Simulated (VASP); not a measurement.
Wanted: the native input for a VASP 6.6.1 run.

| Item | Value |
| --- | --- |
| Task | relaxation of cell and atoms |
| Functional | PBE |
| Potentials or basis | VASP PAW PBE potentials, release 64 (Ti_sv, H) |
| Cutoff | 600 eV |
| k mesh | 7 × 7 × 7 |
| Occupations | gaussian, width 0.2 eV |
| Spin | no spin polarisation |
| Dipole correction | no |
| Further INCAR settings | ALGO = Normal; EDIFF = 1e-06; IBRION = 2; EDIFFG = -0.08; NSW = 36; ISIF = 3 |

The structure of Ti3H2 lies in POSCAR:

```
Ti3H2
1.0
   -1.4850000000      1.4850000000      6.3000000000
    1.4850000000     -1.4850000000      6.3000000000
    1.4850000000      1.4850000000     -6.3000000000
Ti H
3 2
Direct
    0.6667000000      0.6667000000      0.0000000000
    0.3333000000      0.3333000000      0.0000000000
    0.0000000000      0.0000000000      0.0000000000
    0.7500000000      0.2500000000      0.5000000000
    0.2500000000      0.7500000000      0.5000000000
```

The input as run:

INCAR

```
ALGO     = Normal         # electronic algorithm
EDIFF    = 1E-6           # SCF threshold, eV
EDIFFG   = -0.08          # ionic threshold
ENCUT    = 600            # plane-wave cutoff, eV
GGA      = PE             # functional
IBRION   = 2              # ionic algorithm
ISIF     = 3              # what is computed and relaxed
ISMEAR   = 0              # smearing method
LASPH    = T              # aspherical terms in the spheres
LCHARG   = F              # write CHGCAR
LREAL    = F              # projectors in reciprocal space
LWAVE    = F              # write WAVECAR
NELM     = 60             # most SCF steps
NSW      = 36             # ionic steps
PREC     = Accurate       # precision mode
SIGMA    = 0.2            # smearing width, eV
```

KPOINTS

```
k-points
0
Gamma
  7 7 7
```

Potentials or basis: VASP PAW PBE potentials, release 64 (Ti_sv, H).

Launch:

```bash
$ cat potpaw_PBE.64/Ti_sv/POTCAR potpaw_PBE.64/H/POTCAR > POTCAR
$ mpirun -np 1 vasp_std > vasp.out
```

Results of the run:

The relaxed volume is 11.46 Å³/atom and the relaxed cell is a = 6.860 Å, b = 6.860 Å, c = 6.860 Å, α = 155.07°, β = 155.07°, γ = 35.55°. The space group after relaxing (to 0.1 Å) is I4/mmm (No. 139). The energy gained by relaxing is 77.1 meV/atom and the ionic steps are 7. The pressure after relaxing is 0.1 GPa, the largest force after relaxing is 0.052 eV/Å and the band gap on the k mesh is zero (bands 19 and 20 overlap by 0.86 eV).

Caveat: the relaxation stopped at a loose force limit of 0.08 eV/Å, so its end isn't a converged minimum.

Run time: 14 min on 1 thread of Intel(R) Xeon(R) 6975P-C (Granite Rapids), with other jobs on the host, peak memory 0.45 GiB.
